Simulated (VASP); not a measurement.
Wanted: the native input for a VASP 6.6.1 run.

```
Task                   : single point
Functional             : PBEsol
Potentials or basis    : VASP PAW PBE potentials, release 64 (Cr_pv)
Cutoff                 : 520 eV
k mesh                 : 22 × 22 × 22
Occupations            : gaussian, width 0.15 eV
Spin                   : no spin polarisation
Dipole correction      : no
Further INCAR settings : ALGO = Fast; EDIFF = 1e-06; NBANDS = 12
```

The structure of Cr lies in POSCAR:

```
Cr
1.0
    0.0000000000      1.8216000000      1.8400000000
    1.8216000000      0.0000000000      1.8400000000
    1.8216000000      1.8216000000      0.0000000000
Cr
1
Direct
    0.0000000000      0.0000000000      0.0000000000
```

This isn't the form of Cr at room conditions, which is bcc.

This cell differs from its parent crystal: strain -0.0100 x Voigt [1, 1, 0, 0, 0, 0].

The input as run:

INCAR

```
SYSTEM = Cr
  ALGO = Fast
  EDIFF = 1E-6
  ENCUT = 520
  GGA = PS
  ISIF = 2
  ISMEAR = 0
  LASPH = .True.
  LCHARG = .True.
  LELF = .True.
  LREAL = .False.
  LVHAR = .True.
  LWAVE = .False.
  NBANDS = 12
  NELM = 60
  PREC = Accurate
  SIGMA = 0.15
```

KPOINTS

```
k-points
0
Gamma
  22 22 22
  0 0 0
```

Potentials or basis: VASP PAW PBE potentials, release 64 (Cr_pv).

Launch:

```bash
$ cat potpaw_PBE.64/Cr_pv/POTCAR > POTCAR
$ mpirun -np 1 vasp_std > vasp.out
```

It gave:

- Pressure: -14.9 GPa
- Band gap on the k mesh: zero (bands 6 and 7 overlap by 2.77 eV)

Caveat: the cell differs from its parent crystal (strain -0.0100 x Voigt [1, 1, 0, 0, 0, 0]); the cell stands under tension; the PAW data sets were made with another functional, which shifts forces and pressure a little; the run has no spin polarisation, though such a crystal can be magnetic.

Run time: 75 s on 1 thread of AMD EPYC 9R45 96-Core Processor (Zen 5), with other jobs on the host, peak memory 0.19 GiB.
